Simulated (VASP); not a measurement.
# Si (a cell with a defect) in VASP: notebook

Runs on Si (a cell with a defect). Level: PBE. Tasks: single point.

Program: VASP 6.6.1. These are calculated values, not measurements. Logs are shortened: lines on timing, memory, paths and dates and some standing lists are left out, and cuts for length are marked.

## Step 1: The cell of the first run

The cell holds a defect, 63 atoms: a = 10.860 Å, b = 10.860 Å, c = 10.860 Å, α = 90.00°, β = 90.00°, γ = 90.00°.

## Step 2: Single point, PBE, collinear spin

INCAR

```
SYSTEM = Si
PREC = Accurate
ENCUT = 520
EDIFF = 1E-7
ISMEAR = 0
SIGMA = 0.02
LREAL = Auto
LASPH = .True.
NELM = 150
ALGO = Normal
ISIF = 2
LWAVE = .False.
LCHARG = .True.
ISPIN = 2
MAGMOM = 0 0 0 0 0 0 0 0 0 0 0.16 0 0 0 0 0 0 0 0 0 0 0 0 0 0 0 0 0 0.16 0 0 0 0 0 0 0 0 0 0 0 0 0 0 0 0 0 0 0 0 0 0 0 0 0 0 0 0 0 0.16 0.16 0 0 0
LORBIT = 11
GGA = PE
LELF = .True.
LVHAR = .True.
NELECT = 253.0
NBANDS = 167
```

KPOINTS

```
Automatic mesh
0
Gamma
  1 1 1
  0 0 0
```

POSCAR

```
Si
1.0
   10.8600000000      0.0000000000      0.0000000000
    0.0000000000     10.8600000000      0.0000000000
    0.0000000000      0.0000000000     10.8600000000
Si
63
Direct
    0.5006687845     -0.0027512891     -0.0027511971
    0.6244112339      0.1240789134      0.1240790976
    0.7496375691      0.2497280847     -0.0003625230
    0.8750082873      0.3749914365      0.1250085635
    0.7496375691     -0.0003624309      0.2497284530
    0.8750086556      0.1250086556      0.3749913444
   -0.0002719153     -0.0003624309     -0.0003625230
    0.1249914365      0.1250082873      0.1250085635
    0.2503624309      0.2502714549     -0.0003624309
    0.3755885820      0.3759208103      0.1240791897
    0.4993307551      0.5027511971     -0.0027511971
    0.6246979742      0.6253017495      0.1244008287
    0.7472487109      0.7506687845     -0.0027511971
    0.8740789134      0.8744112339      0.1240790976
    0.2503625230     -0.0003624309      0.2502719153
    0.3755891344      0.1240794659      0.3759205341
    0.5000003683      0.2500002762      0.2499997238
    0.6244112339      0.3759209024      0.3759210866
    0.7496375691      0.5003625230      0.2502719153
    0.8740794659      0.6255891344      0.3759205341
    0.4993309392     -0.0027510129      0.5027510129
    0.6246980663      0.1244006446      0.6253019337
    0.7496375691      0.2502715470      0.5003624309
    0.8740789134      0.3759209024      0.6255887661
    0.7472489871     -0.0027510129      0.7506690608
    0.8740794659      0.1240794659      0.8744108656
    0.0002714549      0.5003624309     -0.0003624309
    0.1259208103      0.6255885820      0.1240791897
    0.2527511971      0.7493307551     -0.0027511971
    0.3753017495      0.8746979742      0.1244008287
    0.0000000921      0.2500000921      0.2499999079
    0.1249914365      0.3749914365      0.3749917127
    0.2503624309      0.5003624309      0.2497285451
    0.3753019337      0.6253019337      0.3755991713
    0.5000000921      0.7500000921      0.2500000000
    0.6246980663      0.8746980663      0.3755993554
    0.0002715470     -0.0003624309      0.5003624309
    0.1259209024      0.1240789134      0.6255887661
    0.2503625230      0.2497280847      0.5003624309
    0.3753017495      0.3755991713      0.6253020258
    0.5006687845      0.5027511971      0.5027512891
    0.6175196133      0.6324804788      0.6324803867
    0.7472489871      0.7493309392      0.5027510129
    0.8744006446      0.8746980663      0.6253019337
    0.2527511971     -0.0027512891      0.7493312155
    0.3753019337      0.1244008287      0.8746980663
    0.5000000921      0.2500000000      0.7499999079
    0.6246979742      0.3755991713      0.8746982505
    0.7472487109      0.5027511971      0.7493312155
    0.8744008287      0.6253019337      0.8746980663
    0.0000002762      0.7500003683      0.2499997238
    0.1259209024      0.8744112339      0.3759210866
   -0.0002719153      0.5003625230      0.5003624309
    0.1255991713      0.6253017495      0.6253020258
    0.2527511971      0.7506687845      0.5027512891
    0.3824804788      0.8675196133      0.6324803867
    0.0000002762      0.2500002762      0.7499996317
    0.1259208103      0.3759208103      0.8744114180
    0.2527511971      0.5027511971      0.7506692449
    0.3824810313      0.6324810313      0.8675189687
    0.6175196133      0.8675196133      0.8675195212
    0.0000000000      0.7500000921      0.7499999079
    0.1255991713      0.8746979742      0.8746982505
```

Potentials or basis: VASP PAW PBE potentials, release 64 (Si).

Launch:

```console
$ cat potpaw_PBE.64/Si/POTCAR > POTCAR
$ mpirun -np 1 vasp_gam > vasp.out
```

OUTCAR:

```text
SYSTEM = Si
   PREC = Accurate
   ENCUT = 520
   EDIFF = 1E-7
   ISMEAR = 0
   LREAL = Auto
   LASPH = .True.
   NELM = 150
   ISIF = 2
   ISPIN = 2
   LORBIT = 11
   GGA = PE
   NELECT = 253.0

 ion  position               nearest neighbor table
   1  0.501  0.997  0.997-  46 2.35  30 2.35  61 2.36   2 2.37
   2  0.624  0.124  0.124-   5 2.35   3 2.35  17 2.36   1 2.37
   3  0.750  0.250  1.000-  26 2.35   2 2.35  48 2.36   4 2.36
   4  0.875  0.375  0.125-  31 2.35  19 2.36   3 2.36  27 2.36
   5  0.750  1.000  0.250-   2 2.35  14 2.35  36 2.36   6 2.36
   6  0.875  0.125  0.375-  31 2.35  23 2.36   5 2.36  37 2.36
[... 43 lines left out ...]
  50  0.874  0.625  0.875-  62 2.35  49 2.35  13 2.35  27 2.36
  51  0.000  0.750  0.250-  28 2.36  20 2.36  14 2.36  52 2.36
  52  0.126  0.874  0.376-  37 2.35  15 2.35  51 2.36  55 2.37
  53  1.000  0.500  0.500-  20 2.35  24 2.35  54 2.36  32 2.36
  54  0.126  0.625  0.625-  62 2.35  55 2.35  59 2.35  53 2.36
  55  0.253  0.751  0.503-  34 2.35  54 2.35  56 2.36  52 2.37
  56  0.382  0.868  0.632-  45 2.36  55 2.36  21 2.36
  57  0.000  0.250  0.750-  58 2.36  26 2.36  38 2.36  24 2.36
  58  0.126  0.376  0.874-   9 2.35  27 2.35  57 2.36  59 2.37
  59  0.253  0.503  0.751-  40 2.35  54 2.35  60 2.36  58 2.37
  60  0.382  0.632  0.868-  11 2.36  29 2.36  59 2.36
  61  0.618  0.868  0.868-   1 2.36  13 2.36  25 2.36
  62  0.000  0.750  0.750-  44 2.35  54 2.35  63 2.35  50 2.35
  63  0.126  0.875  0.875-  62 2.35  45 2.35  29 2.35   7 2.36

  LATTYP: Found a simple cubic cell.
 ALAT       =    10.8600000000

  Lattice vectors:

 A1 = (  10.8600000000,   0.0000000000,   0.0000000000)
 A2 = (   0.0000000000,  10.8600000000,   0.0000000000)
 A3 = (   0.0000000000,   0.0000000000,  10.8600000000)

Analysis of symmetry for initial positions (statically):
=====================================================================
 Subroutine PRICEL returns:
 Original cell was already a primitive cell.

 Routine SETGRP: Setting up the symmetry group for a
 simple cubic supercell.

 Subroutine GETGRP returns: Found 24 space group operations
 (whereof  2 operations were pure point group operations)
 out of a pool of 48 trial point group operations.

The static configuration has the point symmetry C_1h.
 The point group associated with its full space group is T_d .

Analysis of symmetry for dynamics (positions and initial velocities):
=====================================================================
 Subroutine PRICEL returns:
 Original cell was already a primitive cell.

 Routine SETGRP: Setting up the symmetry group for a
[... 263 lines left out ...]
  ext. energy  EPLUGINS =         0.00000000
  ---------------------------------------------------
  free energy    TOTEN  =      -325.79436189 eV

  energy without entropy =     -325.79436189  energy(sigma->0) =     -325.79436189

 E-fermi :   6.2893     XC(G=0):  -9.3501

 val. band max:        6.1849220172   @ k =   0.0000   0.0000   0.0000
 cond. band min:       6.4119183262   @ k =   0.0000   0.0000   0.0000
 fundamental gap:      0.2269963090
 Fermi energy:         6.2893305133

 spin component 1

 k-point     1 :       0.0000    0.0000    0.0000
  band No.  band energies     occupation
      1      -6.2275      1.00000
      2      -5.1823      1.00000
      3      -5.1823      1.00000
      4      -5.1585      1.00000
      5      -5.1585      1.00000
      6      -5.1585      1.00000
[... 130 lines left out ...]
    137       6.9023      0.00000
    138       6.9158      0.00000
 Fermi energy:         6.2893305133

 spin component 2

 k-point     1 :       0.0000    0.0000    0.0000
  band No.  band energies     occupation
      1      -6.1955      1.00000
      2      -5.1501      1.00000
      3      -5.1501      1.00000
      4      -5.1283      1.00000
      5      -5.1283      1.00000
      6      -5.1283      1.00000
[... 130 lines left out ...]
    137       6.9481      0.00000
    138       6.9881      0.00000
 [bands above 138 left out]

------------------------ aborting loop because EDIFF is reached ----------------------------------------

  FORCE on cell =-STRESS in cart. coord.  units (eV):
  Direction    XX          YY          ZZ          XY          YZ          ZX
  --------------------------------------------------------------------------------------
  -------------------------------------------------------------------------------------
  Total       25.0618460     25.0618460     25.0618460     -0.0000209      0.0000209      0.0000209
  in kB       31.3497559     31.3497559     31.3497559     -0.0000262      0.0000262      0.0000262
  external PRESSURE =      31.3497559 kB  Pullay stress =       0.0000000 kB

 VOLUME and BASIS-vectors are now :
 -----------------------------------------------------------------------------
  energy-cutoff  :      520.00
  volume of cell :     1280.82
      direct lattice vectors                 reciprocal lattice vectors
    10.860000000  0.000000000  0.000000000     0.092081031  0.000000000  0.000000000
     0.000000000 10.860000000  0.000000000     0.000000000  0.092081031  0.000000000
     0.000000000  0.000000000 10.860000000     0.000000000  0.000000000  0.092081031

 POSITION                                       TOTAL-FORCE (eV/Angst)
 -----------------------------------------------------------------------------------
      5.43726     10.83012     10.83012        -0.004804     -0.014573     -0.014569
      6.78111      1.34750      1.34750        -0.002939      0.002453      0.002439
      8.14106      2.71205     10.85606        -0.002575      0.005156     -0.002576
      9.50259      4.07241      1.35759        -0.000119      0.000125     -0.000125
      8.14106     10.85606      2.71205        -0.002581     -0.002581      0.005148
      9.50259      1.35759      4.07241        -0.000128     -0.000128      0.000128
[... 55 lines left out ...]
      0.00000      8.14500      8.14500        -0.000000     -0.000010      0.000010
      1.36401      9.49922      9.49922         0.004582     -0.004060     -0.004063
 -----------------------------------------------------------------------------------
    total drift:                                0.000001      0.000001     -0.000001

  FREE ENERGIE OF THE ION-ELECTRON SYSTEM (eV)
  ---------------------------------------------------
  free  energy   TOTEN  =      -325.7943618868 eV

  energy  without entropy=     -325.7943618868  energy(sigma->0) =     -325.79436189

 total charge

# of ion       s       p       d       tot
------------------------------------------
    1        0.740   0.951   0.000   1.691
    2        0.744   0.951   0.000   1.694
    3        0.738   0.962   0.000   1.700
    4        0.740   0.958   0.000   1.698
    5        0.738   0.962   0.000   1.700
    6        0.740   0.958   0.000   1.698
[... 55 lines left out ...]
   62        0.738   0.963   0.000   1.701
   63        0.740   0.962   0.000   1.702
--------------------------------------------------
tot         46.864  59.854   0.000 106.717

 magnetization (x)

# of ion       s       p       d       tot
------------------------------------------
    1        0.001   0.015   0.000   0.016
    2        0.002   0.013   0.000   0.016
    3       -0.000   0.004   0.000   0.004
    4        0.000   0.003   0.000   0.003
    5       -0.000   0.004   0.000   0.004
    6        0.000   0.003   0.000   0.003
[... 55 lines left out ...]
   62       -0.001  -0.002   0.000  -0.003
   63        0.001   0.001   0.000   0.002
--------------------------------------------------
tot          0.238   0.900   0.000   1.138
```

Wall time 14 min (1 thread of Intel Xeon Platinum 8259CL at 2.50GHz (Skylake/Cascade Lake), shared host); peak memory 1.5 GiB.

Results:

- Free energy: -325.7944 eV
- Largest force: 0.024 eV/Å
- Net moment: 3.00 μB per cell
- Site moments: Si +0.02, +0.00, +0.01, -0.00, +0.16 (each value once) μB
- Valence electrons inside the program's atomic spheres: Si 1.69, 1.70, 1.65 (each value once)

Forces on the atoms (eV/Å):
```
Si  -0.005 -0.015 -0.015
Si  -0.003  0.002  0.002
Si  -0.003  0.005 -0.003
Si   0.000  0.000  0.000
Si  -0.003 -0.003  0.005
Si   0.000  0.000  0.000
Si   0.005 -0.003 -0.003
Si   0.000  0.000  0.000
Si   0.003 -0.005 -0.003
Si   0.003 -0.002  0.002
Si   0.005  0.015 -0.015
Si  -0.004  0.004 -0.005
Si  -0.015 -0.005 -0.015
Si   0.002 -0.003  0.002
Si   0.003 -0.003 -0.005
Si   0.003  0.002 -0.002
Si   0.000  0.000  0.000
Si  -0.003 -0.002 -0.002
Si  -0.003  0.003 -0.005
Si   0.002  0.003 -0.002
Si   0.005 -0.015  0.015
Si  -0.004 -0.005  0.004
Si  -0.003 -0.005  0.003
Si   0.002 -0.002  0.003
Si  -0.015 -0.015 -0.005
Si   0.002  0.002 -0.003
Si  -0.005  0.003 -0.003
Si  -0.002  0.003  0.002
Si   0.015  0.005 -0.015
Si   0.004 -0.004 -0.005
Si   0.000  0.000  0.000
Si   0.000  0.000  0.000
Si   0.003  0.003  0.005
Si   0.004  0.004  0.005
Si   0.000  0.000  0.000
Si  -0.004 -0.004  0.005
Si  -0.005 -0.003  0.003
Si  -0.002  0.002  0.003
Si   0.003  0.005  0.003
Si   0.004  0.005  0.004
Si  -0.005  0.015  0.015
Si   0.014 -0.014 -0.014
Si  -0.015  0.005  0.015
Si  -0.005 -0.004  0.004
Si   0.015 -0.015  0.005
Si   0.004 -0.005 -0.004
Si   0.000  0.000  0.000
Si  -0.004  0.005 -0.004
Si  -0.015  0.015  0.005
Si  -0.005  0.004 -0.004
Si   0.000  0.000  0.000
Si  -0.002 -0.003 -0.002
Si   0.005  0.003  0.003
Si   0.005  0.004  0.004
Si   0.015 -0.005  0.015
Si  -0.014  0.014 -0.014
Si   0.000  0.000  0.000
Si  -0.002 -0.002 -0.003
Si   0.015  0.015 -0.005
Si  -0.014 -0.014  0.014
Si   0.014  0.014  0.014
Si   0.000  0.000  0.000
Si   0.005 -0.004 -0.004
```

Caveat: the k points lie up to 0.58 Å⁻¹ apart; the cell carries a net charge on a neutralising background, which shifts energy and pressure; the cell is charged against a uniform background, so pressure and absolute levels hang on convention.

## Step 3: Single point, PBE, collinear spin

INCAR

```
PREC = Accurate
ENCUT = 520
EDIFF = 1E-6
ISMEAR = 0
SIGMA = 0.02
LREAL = Auto
LASPH = T
NELM = 150
ALGO = Normal
ISIF = 2
LWAVE = F
LCHARG = F
ISPIN = 2
MAGMOM = 0 0 0 0 0 0 0 0 0 0 0.16 0 0 0 0 0 0 0 0 0 0 0 0 0 0 0 0 0 0.16 0 0 0 0 0 0 0 0 0 0 0 0 0 0 0 0 0 0 0 0 0 0 0 0 0 0 0 0 0 0.16 0.16 0 0 0
LORBIT = 11
GGA = PE
NELECT = 253.0
NBANDS = 167
```

KPOINTS

```
Automatic mesh
0
Gamma
  1 1 1
```

POSCAR

```
Si
1.0
   10.8600000000      0.0000000000      0.0000000000
    0.0000000000     10.8600000000      0.0000000000
    0.0000000000      0.0000000000     10.8600000000
Si
63
Direct
    0.4998669429     -0.0008933702     -0.0003095764
    0.6248915285      0.1249732044      0.1246347145
    0.7491613260      0.2508253223     -0.0006636280
    0.8750160221      0.3750889503      0.1246402394
    0.7502267035     -0.0002648250      0.2500707182
    0.8752321363      0.1246906998      0.3751025783
    0.0009918048     -0.0011364641     -0.0004667587
    0.1256385820      0.1244588398      0.1247212707
    0.2505184162      0.2504369245     -0.0002395028
    0.3758700737      0.3775323204      0.1223670350
    0.4926936464      0.5071507366     -0.0070901473
    0.6223573665      0.6241220074      0.1222767035
    0.7495525783      0.7493870166     -0.0002667587
    0.8754694291      0.8742445672      0.1247984346
    0.2507945672     -0.0013696133      0.2491915285
    0.3752164825      0.1245891344      0.3750795580
    0.4995907919      0.2505288214      0.2491484346
    0.6247336096      0.3751313996      0.3748158379
    0.7492686924      0.5002776243      0.2490600368
    0.8752991713      0.6246607735      0.3749818600
    0.4995178637     -0.0012420810      0.5011911602
    0.6248239411      0.1245837937      0.6254739411
    0.7501564457      0.2497383057      0.4999848066
    0.8753940147      0.3750127993      0.6254919890
    0.7492291897     -0.0012320442      0.7506241252
    0.8750663904      0.1247534991      0.8751009208
    0.0008847145      0.5000803867     -0.0003223757
    0.1282005525      0.6254170350      0.1221082873
    0.2575512891      0.7425477901     -0.0074204420
    0.3745766114      0.8718891344      0.1222034991
    0.0001765193      0.2496617864      0.2500351750
    0.1255029466      0.3751506446      0.3752516575
    0.2505942910      0.5001344383      0.2494692449
    0.3752498158      0.6247550645      0.3751991713
    0.4998046041      0.7493913444      0.2494549724
    0.6247569061      0.8744223757      0.3753057090
    0.0002325967     -0.0003464088      0.5001093923
    0.1257006446      0.1249077348      0.6254022099
    0.2508178637      0.2506380295      0.5008481584
    0.3745302026      0.3774946593      0.6278482505
    0.4998874770      0.5001003683      0.5008010129
    0.6225567219      0.6254743094      0.6277956722
    0.7494014733      0.7491444751      0.5007899632
    0.8750176796      0.8742573665      0.6254633517
    0.2506286372     -0.0009162983      0.7505001842
    0.3752063536      0.1248313996      0.8751502762
    0.4997995396      0.2504399632      0.7504186004
    0.6221858195      0.3777865562      0.8757417127
    0.7495753223      0.5001360037      0.7504011050
    0.8752325046      0.6247723757      0.8751087477
    0.0013028545      0.7489827808      0.2491535912
    0.1256432781      0.8742124309      0.3750048803
    0.0011151013      0.5003202578      0.5011014733
    0.1281174033      0.6239526703      0.6280726519
    0.2506302026      0.7492819521      0.5009464088
    0.3760152855      0.8716977901      0.6282007366
    0.0010956722      0.2504885820      0.7506406077
    0.1278980663      0.3774604052      0.8744101289
    0.2576739411      0.5069093923      0.7576197974
    0.4930788214      0.7420238490      0.7575749540
    0.6223648250      0.8719044199      0.8744256906
    0.0009021179      0.7493464088      0.7504702578
    0.1279228361      0.8720453959      0.8757840700
```

Potentials or basis: VASP PAW PBE potentials, release 64 (Si).

Launch:

```console
$ cat potpaw_PBE.64/Si/POTCAR > POTCAR
$ mpirun -np 1 vasp_gam > vasp.out
```

Wall time 26 min (1 thread of AMD EPYC 7R13, shared host); peak memory 1.4 GiB.

Results (log left out):

* Free energy: -325.7956 eV
* Largest force: 0.015 eV/Å
* Net moment: 3.00 μB per cell
* Site moments: Si +0.00, +0.01, -0.00, +0.02, +0.16 (each value once) μB
* Valence electrons inside the program's atomic spheres: Si 1.70, 1.69, 1.65 (each value once)

Forces on the atoms (eV/Å):
```
Si   0.000 -0.003  0.003
Si   0.001 -0.001  0.001
Si   0.002 -0.001  0.003
Si  -0.002 -0.002  0.001
Si   0.003 -0.006  0.003
Si  -0.003  0.002 -0.002
Si   0.000  0.002  0.002
Si   0.000 -0.001 -0.002
Si   0.003  0.002  0.003
Si  -0.006 -0.005  0.002
Si   0.006 -0.002  0.000
Si   0.003  0.000  0.002
Si  -0.002  0.000  0.002
Si  -0.001 -0.001 -0.002
Si   0.002  0.007  0.001
Si  -0.005  0.003  0.000
Si   0.001 -0.001  0.002
Si   0.004 -0.002  0.001
Si   0.003  0.004  0.006
Si  -0.005 -0.002  0.001
Si   0.004  0.000 -0.003
Si  -0.001 -0.001 -0.002
Si   0.005 -0.004  0.003
Si  -0.003  0.002 -0.002
Si   0.004  0.002  0.003
Si   0.000 -0.001 -0.006
Si   0.004  0.003  0.005
Si  -0.002 -0.005  0.002
Si  -0.005  0.003  0.005
Si   0.000  0.002  0.002
Si   0.006 -0.003  0.003
Si  -0.001  0.000 -0.002
Si   0.001  0.000 -0.002
Si  -0.006  0.000 -0.007
Si   0.003 -0.001 -0.002
Si   0.000  0.002 -0.002
Si   0.003 -0.001  0.003
Si  -0.001 -0.002  0.001
Si  -0.001  0.002  0.001
Si  -0.002  0.001 -0.001
Si   0.001  0.001  0.003
Si   0.004 -0.008 -0.005
Si  -0.002  0.002  0.002
Si  -0.001  0.001  0.000
Si   0.000 -0.004  0.000
Si  -0.003 -0.002 -0.006
Si   0.004  0.003  0.006
Si   0.004 -0.004 -0.007
Si  -0.003 -0.001  0.005
Si  -0.006 -0.002 -0.004
Si  -0.002  0.004  0.000
Si   0.001 -0.003 -0.002
Si   0.000  0.000  0.000
Si   0.000  0.000 -0.001
Si   0.000  0.005  0.001
Si  -0.007  0.001 -0.002
Si   0.001  0.001  0.002
Si   0.003 -0.001 -0.002
Si  -0.009 -0.003 -0.009
Si  -0.002  0.014 -0.004
Si   0.003 -0.001 -0.001
Si   0.004  0.002  0.001
Si  -0.002  0.002 -0.005
```

Levels at points of the mesh, in eV from the Fermi level:
Spin up:
```
           k point  band 125  band 126  band 127  band 128  band 129  band 130  band 131  band 132
(0.00, 0.00, 0.00)     -0.92     -0.12     -0.12     -0.12      0.11      0.11      0.16      0.16
```
Spin down:
```csv
k point,band 123,band 124,band 125,band 126,band 127,band 128
"(0.00, 0.00, 0.00)",-0.81,-0.81,-0.81,0.13,0.13,0.13
```

Caveat: the k points lie up to 0.58 Å⁻¹ apart; the cell carries a net charge on a neutralising background, which shifts energy and pressure; the cell is charged against a uniform background, so pressure and absolute levels hang on convention.
